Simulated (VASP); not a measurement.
Input of a VASP 6.6.1 run:

The input INCAR:

```
SYSTEM = GaAs
PREC = Accurate
ENCUT = 520
EDIFF = 1E-8
ISMEAR = -1
SIGMA = 0.05
LREAL = .False.
LASPH = .True.
NELM = 60
ALGO = Normal
ISIF = 2
LWAVE = .False.
LCHARG = .False.
LEFG = .True.
NBANDS = 16
```

The input KPOINTS:

```
Automatic mesh
0
Gamma
  11 11 11
  0 0 0
```

Contents of POSCAR:

```
GaAs
1.0
    0.0000000000      2.8268500000      2.8268500000
    2.8268500000      0.0000000000      2.8268500000
    2.8268500000      2.8268500000      0.0000000000
Ga As
1 1
Direct
    0.0000000000      0.0000000000      0.0000000000
    0.7500000000      0.7500000000      0.7500000000
```

Potentials or basis: VASP PAW LDA potentials, release 64 (Ga_d, As).

The run is started by

```console
$ cat potpaw_LDA.64/Ga_d/POTCAR potpaw_LDA.64/As/POTCAR > POTCAR
$ mpirun -np 1 vasp_std > vasp.out
```

Task: What does it give for the pressure?

Result: -1.6 GPa.

Task: Estimate the band gap on the k mesh.

Result: 0.33 eV.

Caveat: semilocal functionals underestimate gaps, and a narrow one can read as zero.
